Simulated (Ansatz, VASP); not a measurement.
One calculation of Al2O3, two programs

File INCAR:

```
SYSTEM = Al2O3
PREC     = Accurate       ! precision mode
ENCUT    = 600            ! plane-wave cutoff, eV
EDIFF    = 1E-6           ! SCF threshold, eV
ISMEAR   = -1             ! smearing method
SIGMA    = 0.05           ! smearing width, eV
LREAL    = .FALSE.        ! projectors in reciprocal space
LASPH    = .TRUE.         ! aspherical terms in the spheres
NELM     = 120            ! most SCF steps
ALGO     = Normal         ! electronic algorithm
ISIF     = 2              ! what is computed and relaxed
LWAVE    = .FALSE.        ! write WAVECAR
LCHARG   = .FALSE.        ! write CHGCAR
GGA      = RP             ! functional
NBANDS   = 20             ! bands
GGA_COMPAT= .FALSE.
```

The input KPOINTS:

```
Automatic mesh
0
G
  11 11 3
  0 0 0
```

POSCAR

```
Al2O3
1.0
    2.8843249483      0.0000000000      0.0000000000
   -1.4421624742      2.4978986780      0.0000000000
    0.0000000000      0.0000000000      9.3367544600
Al O
2 3
Direct
    0.0000000000      0.0000000000      0.8500076700
    0.0000000000      0.0000000000      0.1499923300
    0.3333333333      0.6666666667      0.7776830800
    0.6666666667      0.3333333333      0.0000000000
    0.3333333333      0.6666666667      0.2223169200
```

input.yaml

```yaml
crystal:
  lattice:
    - [2.8843249483, 0.0, 0.0]
    - [-1.4421624742, 2.497898678, 0.0]
    - [0.0, 0.0, 9.33675446]
  atoms:
    - { symbol: Al, position: [0.0, 0.0, 0.85000767] }
    - { symbol: Al, position: [0.0, 0.0, 0.14999233] }
    - { symbol: O, position: [0.3333333333, 0.6666666667, 0.77768308] }
    - { symbol: O, position: [0.6666666667, 0.3333333333, 0.0] }
    - { symbol: O, position: [0.3333333333, 0.6666666667, 0.22231692] }
hamiltonian:
  xc: rpbe
  pseudopotentials: { kind: paw }
kpoints:
  mp_grid: { grid: [11, 11, 3] }
  band_path:
    path:
      - [[0.0, 0.0, 0.0], [0.5, 0.0, 0.0], [0.3333333333, 0.3333333333, 0.0], [0.0, 0.0, 0.0], [0.0, 0.0, 0.5], [0.5, 0.0, 0.5], [0.3333333333, 0.3333333333, 0.5], [0.0, 0.0, 0.5]]
      - [[0.5, 0.0, 0.5], [0.5, 0.0, 0.0]]
      - [[0.3333333333, 0.3333333333, 0.0], [0.3333333333, 0.3333333333, 0.5]]
    npoints: 14
scf:
  occupations: { method: fermi_dirac, width: 0.05 }
  n_extra_bands: 12
output:
  forces: true
  stress: true
  eigenvalues: true
  fatbands: true
```

Alike in both runs: functional RPBE; k mesh 11 × 11 × 3; occupations fermi-dirac, width 0.05 eV; no spin polarisation.

|  | VASP | Ansatz |
| --- | --- | --- |
| version | VASP 6.6.1 | Ansatz 0.2.0 |
| potentials or method | VASP PAW PBE potentials, release 64 (Al, O) | Ansatz PAW |
| plane-wave cutoff (eV) | 600 | 420 |
| valence electrons in the cell | 24 | 24 |
| task | single point | band structure |

|  | VASP | Ansatz | Ansatz less VASP |
| --- | --- | --- | --- |
| gap on the k mesh at the Fermi level (eV) | 4.82 | 4.84 | +0.016 |
| least direct gap on the mesh (eV) | 5.05 | 5.06 | +0.015 |
| pressure (GPa) | 2.5 | 3.0 | +0.54 |
| traceless stress, the component that is largest in VASP (GPa) | -0.82 | -0.80 | +0.025 |
| rms of the force components (eV/Å) | 0.082 | 0.109 | +0.0265 |

VASP's potentials were made for PBE, not for RPBE. Atom by atom the forces differ by 0.031 eV/Å (rms over components). The functional is the same, so the differences come from potentials, cutoffs and numerics.
